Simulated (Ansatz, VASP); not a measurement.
**WS2 in VASP and in Ansatz**

```
W S
1.0
     2.96312    0.00000    0.00000
     0.00000    2.96312    0.00000
     0.00000    0.00000    7.24133
W S
1 2
Cartesian
  0.0000 0.0000 0.0000
  1.4816 1.4816 1.4518
  1.4816 1.4816 5.7896
```

Change from the starting cell: species swapped into the Ga2Cu type (P4/mmm, No. 123).

Alike in both runs: functional PBE; k mesh 16 × 16 × 8; occupations gaussian, width 0.1 eV; no spin polarisation.

Ansatz relaxed the structure, and its values are those at the end. VASP's run is a single point on that final structure, the one shown.

|  | VASP | Ansatz |
| --- | --- | --- |
| version | VASP 6.6.1 | Ansatz 0.2.0 |
| potentials or method | VASP PAW PBE potentials, release 64 (W_sv, S), cutoff 520 eV | scalar-relativistic, plane waves, PAW |
| valence electrons in the cell | 26 | 26 |

```csv
,VASP,Ansatz,Ansatz less VASP
gap on the k mesh at the Fermi level (eV),none,none,-
pressure (GPa),0.0,0.0,-0.01
```

A gap of «none» marks a metal or a gap that the smearing closes.

Neither program's run includes spin-orbit coupling.
